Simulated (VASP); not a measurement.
# BiMo (zincblende type) (F-43m) in VASP: further runs

Runs on BiMo (zincblende type). Level: PBE. Tasks: single point.

All numbers are computed with VASP 6.6.1; they aren't measurements. Logs are shortened: lines on timing, memory, paths and dates and some standing lists are left out, and cuts for length are marked.

### 1 The cell of the first run

It takes space group F-43m (No. 216, cubic). Conventional cell: a = 6.357 Å, b = 6.357 Å, c = 6.357 Å, α = 90.00°, β = 90.00°, γ = 90.00°. Within 3.6 Å of Mo (site symmetry -43m) lie 4 Bi at 2.75 Å. Within 3.6 Å of Bi (site symmetry -43m) lie 4 Mo at 2.75 Å.

### 2 Single point, PBE (volume scaled by 1.02)

Input file INCAR:

```
SYSTEM = BiMo
PREC = Accurate ; ENCUT = 520
EDIFF = 1E-7 ; ISMEAR = -1
SIGMA = 0.08 ; LREAL = .FALSE.
LASPH = .TRUE. ; NELM = 60
ALGO = Normal ; ISIF = 2
LWAVE = .FALSE. ; LCHARG = .TRUE.
GGA = PE ; LELF = .TRUE.
LVHAR = .TRUE. ; NBANDS = 22
```

Input file KPOINTS:

```
Automatic mesh
0
G
  11 11 11
  0 0 0
```

Input file POSCAR:

```
BiMo
1.0
    0.0000000000      3.1786692406      3.1786692406
    3.1786692406      0.0000000000      3.1786692406
    3.1786692406      3.1786692406      0.0000000000
Mo Bi
1 1
Direct
    0.0000000000      0.0000000000      0.0000000000
    0.2500000000      0.2500000000      0.2500000000
```

Potentials or basis: VASP PAW PBE potentials, release 64 (Mo_sv, Bi_d).

Run with:

```sh
cat potpaw_PBE.64/Mo_sv/POTCAR potpaw_PBE.64/Bi_d/POTCAR > POTCAR
mpirun -np 1 vasp_std > vasp.out
```

OUTCAR:

```text
SYSTEM = BiMo
   PREC = Accurate
   ENCUT = 520
   EDIFF = 1E-7
   ISMEAR = -1
   LREAL = .FALSE.
   LASPH = .TRUE.
   NELM = 60
   ISIF = 2
   GGA = PE

 ion  position               nearest neighbor table
   1  0.000  0.000  0.000-   2 2.75   2 2.75   2 2.75   2 2.75
   2  0.250  0.250  0.250-   1 2.75   1 2.75   1 2.75   1 2.75

  LATTYP: Found a face centered cubic cell.
 ALAT       =     6.3573384812

  Lattice vectors:

 A1 = (   0.0000000000,   3.1786692406,   3.1786692406)
 A2 = (   3.1786692406,   0.0000000000,   3.1786692406)
 A3 = (   3.1786692406,   3.1786692406,   0.0000000000)

Analysis of symmetry for initial positions (statically):
=====================================================================
 Subroutine PRICEL returns:
 Original cell was already a primitive cell.

 Routine SETGRP: Setting up the symmetry group for a
 face centered cubic supercell.

 Subroutine GETGRP returns: Found 24 space group operations
 (whereof 24 operations were pure point group operations)
 out of a pool of 48 trial point group operations.

The static configuration has the point symmetry T_d .

Analysis of symmetry for dynamics (positions and initial velocities):
=====================================================================
 Subroutine PRICEL returns:
 Original cell was already a primitive cell.

 Routine SETGRP: Setting up the symmetry group for a
 face centered cubic supercell.

 Subroutine GETGRP returns: Found 24 space group operations
 (whereof 24 operations were pure point group operations)
 out of a pool of 48 trial point group operations.

The dynamic configuration has the point symmetry T_d .

 Subroutine INISYM returns: Found 24 space group operations
 (whereof 24 operations are pure point group operations),
 and found     1 'primitive' translations

----------------------------------------------------------------------------------------

                                     Primitive cell

  volume of cell :      64.2342

  direct lattice vectors                    reciprocal lattice vectors
     0.000000000  3.178669241  3.178669241    -0.157298530  0.157298530  0.157298530
     3.178669241  0.000000000  3.178669241     0.157298530 -0.157298530  0.157298530
     3.178669241  3.178669241  0.000000000     0.157298530  0.157298530 -0.157298530

  length of vectors
     4.495317150  4.495317150  4.495317150     0.272449047  0.272449047  0.272449047

  position of ions in fractional coordinates (direct lattice)
     0.000000000  0.000000000  0.000000000
     0.250000000  0.250000000  0.250000000

  ion indices of the primitive-cell ions
   primitive index   ion index
                 1           1
                 2           2

----------------------------------------------------------------------------------------

 KPOINTS: Automatic mesh

Automatic generation of k-mesh.
 Grid dimensions read from file:
 generate k-points for:   11   11   11

 Generating k-lattice:

  Cartesian coordinates                     Fractional coordinates (reciprocal lattice)
    -0.014299866  0.014299866  0.014299866     0.090909091  0.000000000  0.000000000
     0.014299866 -0.014299866  0.014299866     0.000000000  0.090909091  0.000000000
     0.014299866  0.014299866 -0.014299866     0.000000000  0.000000000  0.090909091

  Length of vectors
     0.024768095  0.024768095  0.024768095

  Shift w.r.t. Gamma in fractional coordinates (k-lattice)
     0.000000000  0.000000000  0.000000000

 Subroutine IBZKPT returns following result:
 ===========================================

 Found     56 irreducible k-points:

 Following reciprocal coordinates:
            Coordinates               Weight
  0.000000  0.000000  0.000000      1.000000
  0.090909  0.000000  0.000000      8.000000
  0.181818  0.000000  0.000000      8.000000
  0.272727  0.000000  0.000000      8.000000
  0.363636  0.000000  0.000000      8.000000
  0.454545  0.000000  0.000000      8.000000
[... 16 lines left out ...]
 -0.272727  0.181818  0.000000     24.000000
 -0.181818  0.181818  0.000000     12.000000
 [... further k-points ...]
   k-points           NKPTS =     56   k-points in BZ     NKDIM =     56   number of bands    NBANDS=     22
   number of dos      NEDOS =    301   number of ions     NIONS =      2
   total plane-waves  NPLWV =  46656
   dimension x,y,z NGX =    36 NGY =   36 NGZ =   36
   dimension x,y,z NGXF=    72 NGYF=   72 NGZF=   72
   ions per type =               1   1
   NGX,Y,Z   is equivalent  to a cutoff of  13.31, 13.31, 13.31 a.u.
   NGXF,Y,Z  is equivalent  to a cutoff of  26.63, 26.63, 26.63 a.u.
 SYSTEM =  BiMo
   PREC   = accura    normal or accurate (medium, high low for compatibility)
   ISTART =      0    job   : 0-new  1-cont  2-samecut
   ICHARG =      2    charge: 1-file 2-atom 10-const
   ISPIN  =      1    spin polarized calculation?
   LNONCOLLINEAR =      F non collinear calculations
   LSORBIT =      F    spin-orbit coupling
   LASPH  =      T    aspherical Exc in radial PAW
   ENCUT  =  520.0 eV  38.22 Ry    6.18 a.u.   8.36  8.36  8.36*2*pi/ulx,y,z
   NELM   =     60;   NELMIN=  2; NELMDL= -5     # of ELM steps
   EDIFF  = 0.1E-06   stopping-criterion for ELM
   LREAL  =      F    real-space projection
   EDIFFG = 0.1E-05   stopping-criterion for IOM
   NSW    =      0    number of steps for IOM
   IBRION =     -1    ionic relax: 0-MD 1-quasi-New 2-CG
   NFREE  =      0    steps in history (QN), initial steepest desc. (CG)
   ISIF   =      2    stress and relaxation
   ISYM   =      2    0-nonsym 1-usesym 2-fastsym
   POTIM  = 0.5000    time-step for ionic-motion
   TEBEG  =    0.0;   TEEND  =   0.0 temperature during run
   PSTRESS=    0.0 pullay stress
   NELECT =      29.0000    total number of electrons
   NUPDOWN=      -1.0000    fix difference up-down
   EMIN   =  10.00;   EMAX   =-10.00  energy-range for DOS
   EFERMI =   0.00;   METHOD = LEGACY
   ISMEAR =    -1;   SIGMA  =   0.08  broadening in eV -4-tet -1-fermi 0-gaus
   EFERMI_NEDOS =   21; number of points for ismear=-14 and -15
   IALGO  =     38    algorithm
   IMIX   =      4    mixing-type and parameters
     AMIX     =   0.40;   BMIX     =  1.00
     AMIX_MAG =   1.60;   BMIX_MAG =  1.00
  volume/ion in A,a.u.               =      32.12       216.74
  Fermi-wavevector in a.u.,A,eV,Ry     =   1.255892  2.373291 21.459976  1.577264
  Thomas-Fermi vector in A             =   2.389626
   LORBIT       =      0    0 simple, 1 ext, 2 COOP (PROOUT), +10 PAW based schemes
   GGA     = PE    functional components
   LHFCALC =     F    Hartree Fock is set to
   AEXX    =    0.0000 exact exchange contribution
   IVDW    =     0    specifies the selected vdW correction
   LEPSILON=     F    determine dielectric tensor
   LRPA    =     F    only Hartree local field effects (RPA)
 non-spin polarized calculation
  energy-cutoff  :      520.00
  volume of cell :       64.23
 maximum number of plane-waves:      1759
 NGX is ok and might be reduce to    36
   NGX = 17   NGY = 17   NGZ = 17

 number of electron      29.0000004 magnetization

 Free energy of the ion-electron system (eV)
  ---------------------------------------------------
  ext. energy  EPLUGINS =         0.00000000
  ---------------------------------------------------
  free energy    TOTEN  =       -11.49182342 eV

  energy without entropy =      -11.35567772  energy(sigma->0) =      -11.42375057

 E-fermi :   5.3785     XC(G=0):  -9.5116

 val. band max:        5.3772935865   @ k =  -0.4545   0.0909   0.0000
 cond. band min:       5.3815492312   @ k =  -0.4545   0.1818   0.0909
 fundamental gap:      0.0042556447
 Fermi energy:         5.3784599522

 k-point     1 :       0.0000    0.0000    0.0000
  band No.  band energies     occupation
      1     -55.2522      2.00000
      2     -29.3854      2.00000
      3     -29.3854      2.00000
      4     -29.3854      2.00000
      5     -16.7842      2.00000
      6     -16.7842      2.00000
[... 14 lines left out ...]
     21      12.2168      0.00000
     22      12.2168      0.00000

 k-point     2 :       0.0909    0.0000    0.0000
  band No.  band energies     occupation
      1     -55.2522      2.00000
      2     -29.3859      2.00000
      3     -29.3854      2.00000
      4     -29.3854      2.00000
      5     -16.7857      2.00000
      6     -16.7846      2.00000
[... 14 lines left out ...]
     21      12.4120      0.00000
     22      12.4120      0.00000

 k-point     3 :       0.1818    0.0000    0.0000
  band No.  band energies     occupation
      1     -55.2521      2.00000
      2     -29.3871      2.00000
      3     -29.3854      2.00000
      4     -29.3854      2.00000
      5     -16.7899      2.00000
      6     -16.7855      2.00000
[... 14 lines left out ...]
     21      12.8098      0.00000
     22      12.8098      0.00000

 k-point     4 :       0.2727    0.0000    0.0000
  band No.  band energies     occupation
      1     -55.2520      2.00000
      2     -29.3888      2.00000
      3     -29.3855      2.00000
      4     -29.3855      2.00000
      5     -16.7953      2.00000
      6     -16.7863      2.00000
[... 14 lines left out ...]
     21      13.1520      0.00000
     22      13.1520      0.00000

 k-point     5 :       0.3636    0.0000    0.0000
  band No.  band energies     occupation
      1     -55.2519      2.00000
      2     -29.3903      2.00000
      3     -29.3855      2.00000
      4     -29.3855      2.00000
      5     -16.8004      2.00000
      6     -16.7867      2.00000
[... 417 lines left out ...]
 k-point    22 :      -0.3636    0.1818    0.0000
  band No.  band energies     occupation
      1     -55.2518      2.00000
      2     -29.3904      2.00000
      3     -29.3869      2.00000
      4     -29.3856      2.00000
      5     -16.8011      2.00000
      6     -16.7915      2.00000
[... 14 lines left out ...]
     21      13.8590      0.00000
     22      14.6789      0.00000

 k-point    23 :      -0.2727    0.1818    0.0000
  band No.  band energies     occupation
      1     -55.2519      2.00000
      2     -29.3896      2.00000
      3     -29.3867      2.00000
      4     -29.3855      2.00000
      5     -16.7984      2.00000
      6     -16.7901      2.00000
[... 14 lines left out ...]
     21      13.6253      0.00000
     22      13.8527      0.00000

 k-point    24 :      -0.1818    0.1818    0.0000
  band No.  band energies     occupation
      1     -55.2519      2.00000
      2     -29.3887      2.00000
      3     -29.3862      2.00000
      4     -29.3854      2.00000
      5     -16.7953      2.00000
      6     -16.7878      2.00000
[... 14 lines left out ...]
     21      13.2580      0.00000
     22      13.2905      0.00000

 [... further k-points ...]
[... 5 lines left out ...]
  --------------------------------------------------------------------------------------
  -------------------------------------------------------------------------------------
  Total       -0.4854884     -0.4854884     -0.4854884      0.0000000      0.0000000     -0.0000000
  in kB      -12.1094233    -12.1094233    -12.1094233      0.0000000      0.0000000     -0.0000000
  external PRESSURE =     -12.1094233 kB  Pullay stress =       0.0000000 kB

 VOLUME and BASIS-vectors are now :
 -----------------------------------------------------------------------------
  energy-cutoff  :      520.00
  volume of cell :       64.23
      direct lattice vectors                 reciprocal lattice vectors
     0.000000000  3.178669241  3.178669241    -0.157298530  0.157298530  0.157298530
     3.178669241  0.000000000  3.178669241     0.157298530 -0.157298530  0.157298530
     3.178669241  3.178669241  0.000000000     0.157298530  0.157298530 -0.157298530

 POSITION                                       TOTAL-FORCE (eV/Angst)
 -----------------------------------------------------------------------------------
      0.00000      0.00000      0.00000        -0.000000     -0.000000     -0.000000
      1.58933      1.58933      1.58933         0.000000      0.000000      0.000000
 -----------------------------------------------------------------------------------
    total drift:                                0.000000      0.000000     -0.000000

  FREE ENERGIE OF THE ION-ELECTRON SYSTEM (eV)
  ---------------------------------------------------
  free  energy   TOTEN  =       -11.4918234237 eV

  energy  without entropy=      -11.3556777234  energy(sigma->0) =      -11.42375057
```

It took 31 s on 1 thread of Intel Xeon 6975P-C (Granite Rapids), shared host; peak memory 0.24 GiB.

What came out:

- Free energy: -11.4918 eV
- Pressure: -1.2 GPa

Caveat: spin-orbit coupling is left out, which moves the levels of the heavy elements.

### 3 Single point, PBE (volume scaled by 1.04)

Input file INCAR:

```
PREC = Accurate ; ENCUT = 520
EDIFF = 1E-6 ; ISMEAR = -1
SIGMA = 0.08 ; LREAL = F
LASPH = T ; NELM = 100
ALGO = Normal ; ISIF = 2
LWAVE = F ; LCHARG = F
GGA = PE ; NBANDS = 22
```

Input file KPOINTS:

```
regular mesh
0
Gamma
  11 11 11
```

Input file POSCAR:

```
BiMo
1.0
    0.0000000000      3.1993105283      3.1993105283
    3.1993105283      0.0000000000      3.1993105283
    3.1993105283      3.1993105283      0.0000000000
Mo Bi
1 1
Direct
    0.0000000000      0.0000000000      0.0000000000
    0.2500000000      0.2500000000      0.2500000000
```

Potentials or basis: VASP PAW PBE potentials, release 64 (Mo_sv, Bi_d).

Run with:

```sh
cat potpaw_PBE.64/Mo_sv/POTCAR potpaw_PBE.64/Bi_d/POTCAR > POTCAR
mpirun -np 1 vasp_std > vasp.out
```

It took 27 s on 1 thread of Intel Xeon 6975P-C (Granite Rapids), shared host; peak memory 0.25 GiB.

Results (log left out):

| Property | Result |
| --- | --- |
| Free energy | -11.4783 eV |
| Pressure | -2.3 GPa |

Levels at points of the mesh, in eV from the Fermi level:
```csv
k point,band 12,band 13,band 14,band 15,band 16,band 17,band 18,band 19
"(0.00, 0.00, 0.00)",-2.30,-2.30,-0.10,-0.10,2.26,4.92,4.92,4.92
```

Caveat: spin-orbit coupling is left out, which moves the levels of the heavy elements.
